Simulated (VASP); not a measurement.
Runs of VASP 6.6.1 on PtS2. The structure is that of space group P-3m1 (No. 164), or close to it. The cells are those of the table. 

```csv
task,level,potentials or basis,spin,cell,k mesh,cutoff (eV),smearing,k mesh for the DOS,occupations for the DOS,gap on the mesh (eV),pressure (GPa),largest force (eV/Å)
single point,LDA,"VASP PAW LDA potentials, release 64 (Pt, S)",off,"a = 3.613, b = 3.613, c = 5.138 Å, angles 90.0, 90.0, 120.0°, 3 atoms",6 × 6 × 4,520,gaussian 0.1 eV,-,-,(a),-12.1,1.30
single point,PBE,"VASP PAW PBE potentials, release 64 (Pt, S)",off,"a = 3.543, b = 3.543, c = 5.039 Å, angles 90.0, 90.0, 120.0°, 3 atoms",2 × 2 × 2,500,gaussian 0.1 eV,-,-,(b),-0.7,2.04
single point,PBE,"VASP PAW PBE potentials, release 64 (Pt, S)",off,"a = 3.543, b = 3.543, c = 5.039 Å, angles 90.0, 90.0, 120.0°, 3 atoms",3 × 3 × 1,520,methfessel-paxton 0.0680285 eV,-,-,0.52,0.4,0.51
single point,PBE,"VASP PAW PBE potentials, release 64 (Pt, S)",off,"a = 3.543, b = 3.543, c = 5.039 Å, angles 90.0, 90.0, 120.0°, 3 atoms",6 × 6 × 4,520,gaussian 0.1 eV,-,-,0.56,2.0,0.37
single point,PBE,"VASP PAW PBE potentials, release 64 (Pt, S)",off,"a = 3.543, b = 3.543, c = 5.039 Å, angles 90.0, 90.0, 120.0°, 3 atoms",6 × 6 × 4,520,fermi-dirac 0.051704 eV,-,-,0.56,2.0,0.37
single point,PBE,"VASP PAW PBE potentials, release 64 (Pt, S)","collinear, ferromagnetic start","a = 3.543, b = 3.543, c = 5.039 Å, angles 90.0, 90.0, 120.0°, 3 atoms",3 × 3 × 1,520,gaussian 0.1 eV,-,-,0.52,0.4,0.51
single point,PBE,"VASP PAW PBE potentials, release 64 (Pt, S)",off,"a = 3.543, b = 3.543, c = 5.039 Å, angles 90.0, 90.0, 120.0°, 3 atoms",6 × 6 × 4,500,gaussian 0.01 eV,-,-,0.56,2.0,0.37
single point,PBE,"VASP PAW PBE potentials, release 64 (Pt, S)",off,"a = 3.543, b = 3.543, c = 5.039 Å, angles 90.0, 90.0, 120.0°, 3 atoms",6 × 6 × 4,500,fermi-dirac 0.0082 eV,-,-,0.56,2.0,0.37
single point,PBEsol,"VASP PAW PBE potentials, release 64 (Pt, S)",off,"a = 3.543, b = 3.543, c = 5.039 Å, angles 90.0, 90.0, 120.0°, 3 atoms",6 × 6 × 4,500,gaussian 0.1 eV,-,-,0.49,-3.0,0.60
single point,PBE,"VASP PAW PBE potentials, release 64 (Pt, S)",off,"a = 3.543, b = 3.543, c = 5.039 Å, angles 90.0, 90.0, 120.0°, 3 atoms",3 × 3 × 1,520,gaussian 0.1 eV,-,-,0.52,0.5,0.51
```

Problem. Fill in the values left out.

Solution. (a) 0.41; (b) 1.20.

Caveats: some runs use coarse meshes; spin-orbit coupling is left out, which moves the levels of the heavy elements; forces of over 1 eV/Å act on the atoms, so gaps and moduli don't describe the material at rest (some runs); the PAW data sets were made with another functional, which shifts forces and pressure a little (some runs).

A k mesh can miss the band edges, and the runs leave out spin-orbit coupling on Pt.
